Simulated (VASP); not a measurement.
# ZrB2 (P6/mmm) in VASP: single point with PBE

Aim: the single point of ZrB2 with PBE.

Program: VASP 6.6.1. These are calculated values, not measurements. Logs are shortened: lines on timing, memory, paths and dates and some standing lists are left out, and cuts for length are marked.

## Step 1: The cell of the first run

It takes space group P6/mmm (No. 191, hexagonal). The conventional cell has a = 3.209 Å, b = 3.209 Å, c = 3.597 Å, α = 90.00°, β = 90.00°, γ = 120.00°. Zr (site symmetry 6/mmm) has 12 B at 2.58 Å and 6 Zr at 3.21 Å within 3.4 Å. B (site symmetry -6m2) has 3 B at 1.85 Å within 2.5 Å.

## Step 2: Single point, PBE, non-collinear spin, zero start, spin-orbit coupling (volume scaled by 1.040)

The input, INCAR:

```
SYSTEM = ZrB2
PREC = Accurate
ENCUT = 520
EDIFF = 1E-7
ISMEAR = 0
SIGMA = 0.05
LREAL = .False.
LASPH = .True.
NELM = 150
ALGO = Normal
ISIF = 2
LWAVE = .False.
LCHARG = .True.
MAGMOM = 0 0 0 0 0 0 0 0 0
LORBIT = 11
LSORBIT = .True.
GGA_COMPAT = .False.
LORBMOM = .True.
LMAXMIX = 4
GGA = PE
LVHAR = .True.
NBANDS = 31
```

The input, KPOINTS:

```
Automatic mesh
0
Gamma
  12 12 10
  0 0 0
```

The input, POSCAR:

```
ZrB2
1.0
    3.2093392840      0.0000000000      0.0000000000
   -1.6046696420      2.7793693493      0.0000000000
    0.0000000000      0.0000000000      3.5966180695
Zr B
1 2
Direct
    0.0000000000      0.0000000000      0.0000000000
    0.3333333333      0.6666666667      0.5000000000
    0.6666666667      0.3333333333      0.5000000000
```

Potentials or basis: VASP PAW PBE potentials, release 64 (Zr_sv, B).

Launch:

```bash
$ cat potpaw_PBE.64/Zr_sv/POTCAR potpaw_PBE.64/B/POTCAR > POTCAR
$ mpirun -np 1 vasp_ncl > vasp.out
```

OUTCAR:

```text
SYSTEM = ZrB2
   PREC = Accurate
   ENCUT = 520
   EDIFF = 1E-7
   ISMEAR = 0
   LREAL = .False.
   LASPH = .True.
   NELM = 150
   ISIF = 2
   LORBIT = 11
   LSORBIT = .True.
   GGA = PE

 ion  position               nearest neighbor table
   1  0.000  0.000  0.000-   2 2.58   3 2.58   2 2.58   3 2.58   2 2.58   2 2.58   3 2.58   3 2.58
                             3 2.58   3 2.58   2 2.58   2 2.58
   2  0.333  0.667  0.500-   3 1.85   3 1.85   3 1.85   1 2.58   1 2.58   1 2.58   1 2.58   1 2.58
                             1 2.58
   3  0.667  0.333  0.500-   2 1.85   2 1.85   2 1.85   1 2.58   1 2.58   1 2.58   1 2.58   1 2.58
                             1 2.58

  LATTYP: Found a hexagonal cell.
 ALAT       =     3.2093392840
 C/A-ratio  =     1.1206724348

  Lattice vectors:

 A1 = (   3.2093392840,   0.0000000000,   0.0000000000)
 A2 = (  -1.6046696420,   2.7793693493,   0.0000000000)
 A3 = (   0.0000000000,   0.0000000000,   3.5966180695)

Analysis of symmetry for initial positions (statically):
=====================================================================
 Subroutine PRICEL returns:
 Original cell was already a primitive cell.

 Routine SETGRP: Setting up the symmetry group for a
 hexagonal supercell.

 Subroutine GETGRP returns: Found 24 space group operations
 (whereof 24 operations were pure point group operations)
 out of a pool of 24 trial point group operations.

The static configuration has the point symmetry D_6h.

Analysis of symmetry for dynamics (positions and initial velocities):
=====================================================================
 Subroutine PRICEL returns:
 Original cell was already a primitive cell.

 Routine SETGRP: Setting up the symmetry group for a
 hexagonal supercell.

 Subroutine GETGRP returns: Found 24 space group operations
 (whereof 24 operations were pure point group operations)
 out of a pool of 24 trial point group operations.

The dynamic configuration has the point symmetry D_6h.

Analysis of structural, dynamic, and magnetic symmetry:
=====================================================================
 Subroutine PRICEL returns:
 Original cell was already a primitive cell.

 Routine SETGRP: Setting up the symmetry group for a
 hexagonal supercell.

 Subroutine GETGRP returns: Found 24 space group operations
 (whereof 24 operations were pure point group operations)
 out of a pool of 24 trial point group operations.

The overall configuration has the point symmetry D_6h.

 Subroutine INISYM returns: Found 24 space group operations
 (whereof 24 operations are pure point group operations),
 and found     1 'primitive' translations

----------------------------------------------------------------------------------------

                                     Primitive cell

  volume of cell :      32.0816

  direct lattice vectors                    reciprocal lattice vectors
     3.209339284  0.000000000  0.000000000     0.311590615  0.179896925  0.000000000
    -1.604669642  2.779369349  0.000000000     0.000000000  0.359793850  0.000000000
     0.000000000  0.000000000  3.596618069     0.000000000  0.000000000  0.278038975

  length of vectors
     3.209339284  3.209339284  3.596618069     0.359793850  0.359793850  0.278038975

  position of ions in fractional coordinates (direct lattice)
     0.000000000  0.000000000  0.000000000
     0.333333333  0.666666667  0.500000000
     0.666666667  0.333333333  0.500000000

  ion indices of the primitive-cell ions
   primitive index   ion index
                 1           1
                 2           2
                 3           3

----------------------------------------------------------------------------------------

 KPOINTS: Automatic mesh

Automatic generation of k-mesh.
 Grid dimensions read from file:
 generate k-points for:   12   12   10

 Generating k-lattice:
[... 103 lines left out ...]

 number of electron      18.0000000 magnetization      -0.0000000      0.0000000     -0.0000000

 number of electron      18.0000000 magnetization       0.0000000     -0.0000000      0.0000000

 Free energy of the ion-electron system (eV)
  ---------------------------------------------------
  ext. energy  EPLUGINS =         0.00000000
  ---------------------------------------------------
  free energy    TOTEN  =       -25.01706075 eV

  energy without entropy =      -25.01656209  energy(sigma->0) =      -25.01681142

 E-fermi :  10.1560     XC(G=0): -12.2443

 val. band max:       10.1457759852   @ k =   0.0833   0.0833   0.3000
 cond. band min:      10.2099920656   @ k =   0.0833   0.0833   0.3000
 fundamental gap:      0.0642160805
 Fermi energy:        10.1559831550

 k-point     1 :       0.0000    0.0000    0.0000
  band No.  band energies     occupation
      1     -38.7224      1.00000
      2     -38.7224      1.00000
      3     -17.7500      1.00000
      4     -17.7500      1.00000
      5     -16.1274      1.00000
      6     -16.1274      1.00000
[... 781 lines left out ...]
     29      17.4119      0.00000
     30      17.4119      0.00000

 [... further k-points ...]

 [bands above 30 left out]

------------------------ aborting loop because EDIFF is reached ----------------------------------------

  FORCE on cell =-STRESS in cart. coord.  units (eV):
  Direction    XX          YY          ZZ          XY          YZ          ZX
  --------------------------------------------------------------------------------------
  -------------------------------------------------------------------------------------
  Total       -1.7103733     -1.7103733     -1.6961568      0.0000000      0.0000000      0.0000000
  in kB      -85.4171890    -85.4171890    -84.7072054      0.0000000      0.0000000      0.0000000
  external PRESSURE =     -85.1805278 kB  Pullay stress =       0.0000000 kB

 VOLUME and BASIS-vectors are now :
 -----------------------------------------------------------------------------
  energy-cutoff  :      520.00
  volume of cell :       32.08
      direct lattice vectors                 reciprocal lattice vectors
     3.209339284  0.000000000  0.000000000     0.311590615  0.179896925  0.000000000
    -1.604669642  2.779369349  0.000000000     0.000000000  0.359793850  0.000000000
     0.000000000  0.000000000  3.596618069     0.000000000  0.000000000  0.278038975

 POSITION                                       TOTAL-FORCE (eV/Angst)
 -----------------------------------------------------------------------------------
      0.00000      0.00000      0.00000        -0.000000      0.000000      0.000000
     -0.00000      1.85291      1.79831         0.000000      0.000000      0.000000
      1.60467      0.92646      1.79831        -0.000000      0.000000     -0.000000
 -----------------------------------------------------------------------------------
    total drift:                               -0.000000      0.000000     -0.000000

  FREE ENERGIE OF THE ION-ELECTRON SYSTEM (eV)
  ---------------------------------------------------
  free  energy   TOTEN  =       -25.0170607547 eV

  energy  without entropy=      -25.0165620858  energy(sigma->0) =      -25.01681142

 orbital moment (x)

 # of ion     p       d       tot
 ----------------------------------------
  1         0.000   0.000   0.000
  2        -0.000   0.000  -0.000
  3         0.000   0.000   0.000
 ----------------------------------------
            0.000   0.000   0.000

 orbital moment (y)

 # of ion     p       d       tot
 ----------------------------------------
  1         0.000  -0.000  -0.000
  2         0.000   0.000   0.000
  3         0.000   0.000   0.000
 ----------------------------------------
            0.000  -0.000   0.000

 orbital moment (z)

 # of ion     p       d       tot
 ----------------------------------------
  1         0.000   0.000   0.000
  2        -0.000   0.000  -0.000
  3        -0.000   0.000  -0.000
 ----------------------------------------
           -0.000   0.000  -0.000

 Spin-Orbit-Coupling matrix elements

 Ion:    1  E_soc:     -0.1395182
 l=   1
     0.0000000    -0.0224945    -0.0225972
    -0.0224945     0.0000000    -0.0224945
    -0.0225972    -0.0224945     0.0000000
 l=   2
     0.0000000    -0.0001423     0.0000000    -0.0001423    -0.0007085
    -0.0001423     0.0000000    -0.0003876    -0.0001201    -0.0001423
     0.0000000    -0.0003876     0.0000000    -0.0003876     0.0000000
    -0.0001423    -0.0001201    -0.0003876     0.0000000    -0.0001423
    -0.0007085    -0.0001423     0.0000000    -0.0001423     0.0000000
 l=   3
     0.0000000     0.0000000     0.0000000     0.0000000     0.0000000     0.0000000     0.0000000
     0.0000000     0.0000000     0.0000000     0.0000000     0.0000000     0.0000000     0.0000000
     0.0000000     0.0000000     0.0000000     0.0000000     0.0000000     0.0000000     0.0000000
     0.0000000     0.0000000     0.0000000     0.0000000     0.0000000     0.0000000     0.0000000
[... 29 lines left out ...]
 l=   2
     0.0000000     0.0000000     0.0000000     0.0000000     0.0000000
     0.0000000     0.0000000     0.0000000     0.0000000     0.0000000
     0.0000000     0.0000000     0.0000000     0.0000000     0.0000000
     0.0000000     0.0000000     0.0000000     0.0000000     0.0000000
     0.0000000     0.0000000     0.0000000     0.0000000     0.0000000
 l=   3
     0.0000000     0.0000000     0.0000000     0.0000000     0.0000000     0.0000000     0.0000000
     0.0000000     0.0000000     0.0000000     0.0000000     0.0000000     0.0000000     0.0000000
     0.0000000     0.0000000     0.0000000     0.0000000     0.0000000     0.0000000     0.0000000
     0.0000000     0.0000000     0.0000000     0.0000000     0.0000000     0.0000000     0.0000000
     0.0000000     0.0000000     0.0000000     0.0000000     0.0000000     0.0000000     0.0000000
     0.0000000     0.0000000     0.0000000     0.0000000     0.0000000     0.0000000     0.0000000
     0.0000000     0.0000000     0.0000000     0.0000000     0.0000000     0.0000000     0.0000000

 total charge

# of ion       s       p       d       tot
------------------------------------------
    1        2.161   6.020   1.717   9.897
    2        0.655   1.203   0.000   1.858
    3        0.655   1.203   0.000   1.858
--------------------------------------------------
tot          3.471   8.426   1.717  13.613

 magnetization (x)

# of ion       s       p       d       tot
------------------------------------------
    1        0.000  -0.000  -0.000  -0.000
    2        0.000   0.000   0.000   0.000
    3        0.000   0.000   0.000   0.000
--------------------------------------------------
tot          0.000  -0.000  -0.000  -0.000

 magnetization (y)

# of ion       s       p       d       tot
------------------------------------------
    1        0.000   0.000   0.000   0.000
    2       -0.000   0.000   0.000   0.000
    3       -0.000   0.000   0.000   0.000
--------------------------------------------------
tot         -0.000   0.000   0.000   0.000

 magnetization (z)

# of ion       s       p       d       tot
------------------------------------------
    1        0.000   0.000  -0.000  -0.000
    2        0.000   0.000   0.000   0.000
    3        0.000   0.000   0.000   0.000
--------------------------------------------------
tot          0.000   0.000  -0.000  -0.000
```

Wall time 2.4 min (1 thread of Intel Xeon Platinum 8375C at 2.90GHz (Ice Lake), shared host); peak memory 0.31 GiB.

What came out:

| Property | Result |
| --- | --- |
| Free energy | -25.0171 eV |
| Pressure | -8.5 GPa |
| Net moment | 0.00 μB per cell |
| Valence electrons inside the program's atomic spheres | Zr 9.90; B 1.86 |

Moments on the atoms (μB; x, y, z):
```
Zr  0.00 0.00 0.00
B   0.00 0.00 0.00
B   0.00 0.00 0.00
```
